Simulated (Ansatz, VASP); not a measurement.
Two plane-wave programs on C

INCAR

```
PREC = Accurate ; ENCUT = 520
EDIFF = 1E-7 ; ISMEAR = 0
SIGMA = 0.15 ; LREAL = False
LASPH = True ; NELM = 60
ALGO = Normal ; ISIF = 2
LWAVE = False ; LCHARG = False
GGA = PE ; IVDW = 12
NBANDS = 16
```

KPOINTS

```
regular mesh
0
Gamma
  18 12 10
```

Contents of POSCAR:

```
C
1.0
   -2.4646600698      0.0000000000      0.0000000000
    0.0000000000      0.0000000000     -3.5719696368
    0.0000000000     -4.2689164642      0.0000000000
C
4
Direct
    0.5000000000      0.0000000000      0.1750997200
    0.0000000000      0.0000000000      0.6582336134
    0.0000000000      0.0000000000      0.3249002800
    0.5000000000      0.0000000000      0.8417663866
```

Input for Ansatz:

```yaml
crystal:
  lattice:
    - [-2.4646600698, 0.0, 0.0]
    - [0.0, 0.0, -3.5719696368]
    - [0.0, -4.2689164642, 0.0]
  atoms:
    - { symbol: C, position: [0.5, 0.0, 0.17509972] }
    - { symbol: C, position: [0.0, 0.0, 0.6582336134] }
    - { symbol: C, position: [0.0, 0.0, 0.32490028] }
    - { symbol: C, position: [0.5, 0.0, 0.8417663866] }
basis:
  ecutwfc: 520.0
kpoints:
  mp_grid: { grid: [18, 12, 10] }
hamiltonian:
  xc: pbe
  pseudopotentials: { kind: paw, azcp: { folder: soft_1 } }
  dispersion: d3bj
scf:
  occupations: { method: gaussian, width: 0.15 }
output:
  forces: true
  stress: true
  eigenvalues: true
```

Change from the starting cell: mode 8 frozen in at -0.036 Å and mode 12 at +0.000 Å (largest displacements).

Alike in both runs: task single point; functional PBE; dispersion D3(BJ); k mesh 18 × 12 × 10; occupations gaussian, width 0.15 eV; no spin polarisation.

|  | VASP | Ansatz |
| --- | --- | --- |
| version | VASP 6.6.1 | Ansatz 0.2.0 |
| potentials or method | VASP PAW PBE potentials, release 64 (C), cutoff 520 eV | scalar-relativistic, plane waves, PAW |
| valence electrons in the cell | 16 | 16 |

|  | VASP | Ansatz | Ansatz less VASP |
| --- | --- | --- | --- |
| gap on the k mesh at the Fermi level (eV) | none | none | - |
| pressure (GPa) | 1.3 | 0.9 | -0.40 |
| traceless stress, the component that is largest in VASP (GPa) | 2.16 | 1.94 | -0.224 |
| rms of the force components (eV/Å) | 1.639 | 1.642 | +0.0033 |

Atom by atom the forces differ by 0.004 eV/Å (rms over components). A gap of «none» marks a metal or a gap that the smearing closes.
